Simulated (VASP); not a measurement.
Input of a VASP 6.6.1 run:

Contents of INCAR:

```
SYSTEM = Sc
PREC = Accurate
ENCUT = 520
EDIFF = 1E-6
ISMEAR = -1
SIGMA = 0.1
LREAL = .False.
LASPH = .True.
NELM = 60
ALGO = Normal
ISIF = 2
LWAVE = .False.
LCHARG = .False.
GGA = RE
NBANDS = 30
```

The input KPOINTS:

```
regular mesh
0
Gamma
  12 12 4
  0 0 0
```

File POSCAR:

```
Sc
1.0
    3.1883487628      0.0000000000      0.0000000000
   -1.5941743814      2.7611910247      0.0000000000
    0.0000000000      0.0000000000     10.1855461158
Sc
4
Direct
    0.0000000000      0.0000000000      1.0000000000
    0.0000000000      0.0000000000      0.5000000000
    0.3333333333      0.6666666667      0.2500000000
    0.6666666667      0.3333333333      0.7500000000
```

Potentials or basis: VASP PAW PBE potentials, release 64 (Sc_sv).

The run is started by

```bash
$ cat potpaw_PBE.64/Sc_sv/POTCAR > POTCAR
$ mpirun -np 1 vasp_std > vasp.out
```

Estimate the pressure.

7.8 GPa.

What does it give for the band gap on the k mesh?

Zero (band 22 reaches 5.25 eV, above the bottom of band 23 at 3.95 eV).

Caveat: the PAW data sets were made with another functional, which shifts forces and pressure a little.
